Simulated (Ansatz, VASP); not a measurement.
## One calculation of ScAl3N4, two programs

The input INCAR:

```
SYSTEM = ScAl3N4
ALGO = Normal
EDIFF = 1E-6
ENCUT = 520
GGA = PS
ISIF = 2
ISMEAR = 0
LASPH = .TRUE.
LCHARG = .FALSE.
LREAL = .FALSE.
LWAVE = .FALSE.
NBANDS = 30
NELM = 100
PREC = Accurate
SIGMA = 0.01
```

KPOINTS

```
k-points
0
G
  8 6 8
  0 0 0
```

Contents of POSCAR:

```
ScAl3N4
1.0
   -3.2086112703      0.0000000000      0.0000000000
    0.0000000000      5.6037654075     -0.0022277261
    1.6043056351     -2.7998636570     -5.0387091941
Sc Al N
1 3 4
Direct
    0.0271429190      0.3601830177      0.0542858380
    0.5265459542      0.8601904198      0.0530919085
    0.7769306979      0.4432446976      0.5538613958
    0.2761649234      0.9432528810      0.5523298468
    0.7815935698      0.1146504532      0.5631871396
    0.2821026749      0.6158022320      0.5642053498
    0.5332872753      0.1978698427      0.0665745506
    0.0322319855      0.7008064560      0.0644639710
```

Input for Ansatz:

```yaml
crystal:
  lattice:
    - [-3.2086112703, 0.0, 0.0]
    - [0.0, 5.6037654075, -0.0022277261]
    - [1.6043056351, -2.799863657, -5.0387091941]
  atoms:
    - { symbol: Sc, position: [0.027142919, 0.3601830177, 0.054285838] }
    - { symbol: Al, position: [0.5265459542, 0.8601904198, 0.0530919085] }
    - { symbol: Al, position: [0.7769306979, 0.4432446976, 0.5538613958] }
    - { symbol: Al, position: [0.2761649234, 0.943252881, 0.5523298468] }
    - { symbol: "N", position: [0.7815935698, 0.1146504532, 0.5631871396] }
    - { symbol: "N", position: [0.2821026749, 0.615802232, 0.5642053498] }
    - { symbol: "N", position: [0.5332872753, 0.1978698427, 0.0665745506] }
    - { symbol: "N", position: [0.0322319855, 0.700806456, 0.064463971] }
basis:
  ecutwfc: 420
  xc_grid: 2
kpoints:
  mp_grid: { grid: [8, 6, 8] }
hamiltonian:
  xc: pbesol
  pseudopotentials: { kind: paw, azcp: { folder: soft_1 } }
scf:
  occupations: { method: fixed }
output:
  forces: true
  stress: true
  eigenvalues: true
  polarization: {}
```

Change from the starting cell: polar distortion scaled by 0.10.

Alike in both runs: task single point; functional PBEsol; k mesh 8 × 6 × 8; no spin polarisation.

|  | VASP | Ansatz |
| --- | --- | --- |
| version | VASP 6.6.1 | Ansatz 0.2.0 |
| potentials or method | VASP PAW PBE potentials, release 64 (Sc_sv, Al, N), cutoff 520 eV | scalar-relativistic, plane waves, PAW |
| occupations | gaussian, width 0.01 eV | fixed |
| valence electrons in the cell | 40 | 40 |

VASP gave:

* gap on the k mesh at the Fermi level (eV): 2.08
* least direct gap on the mesh (eV): 2.08
* pressure (GPa): 7.5
* traceless stress, the component that is largest in VASP (GPa): -22.45
* rms of the force components (eV/Å): 1.141

**Question.** Estimate Ansatz's values.

**Answer.** gap on the k mesh at the Fermi level (eV): 2.08; least direct gap on the mesh (eV): 2.08; pressure (GPa): 7.1; traceless stress, the component that is largest in VASP (GPa): -22.01; rms of the force components (eV/Å): 1.108.

VASP's potentials were made for PBE, not for PBEsol, and Ansatz warns of the same on its side. Atom by atom the forces differ by 0.034 eV/Å (rms over components).
